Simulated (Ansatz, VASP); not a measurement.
MgO: VASP beside Ansatz

```
Mg O
1.0
     0.09341    2.13515    2.13515
     2.13515    0.09341    2.13515
     2.22856    2.22856    0.00000
Mg O
1 1
Direct
  0.00000 0.00000 0.00000
  0.50000 0.50000 0.50000
```

Change from the starting cell: strain +0.0875 x Voigt [0, 0, 0, 0, 0, 1], atoms carried along.

Alike in both runs: task single point; functional LDA; k mesh 10 × 10 × 10; occupations gaussian, width 0.05 eV; no spin polarisation.

|  | VASP | Ansatz |
| --- | --- | --- |
| version | VASP 6.6.1 | Ansatz 0.2.0 |
| potentials or method | VASP PAW LDA potentials, release 64 (Mg_sv, O), cutoff 750 eV | scalar-relativistic, plane waves, PAW |
| valence electrons in the cell | 16 | 16 |

```csv
,VASP,Ansatz,Ansatz less VASP
gap on the k mesh at the Fermi level (eV),3.86,3.85,-0.014
least direct gap on the mesh (eV),3.86,3.85,-0.014
pressure (GPa),-11.4,-11.3,+0.17
"traceless stress, the component that is largest in VASP (GPa)",-12.32,-12.35,-0.033
```

LDA's correlation is that of Perdew and Zunger in VASP and of Perdew and Wang (1992) in Ansatz.
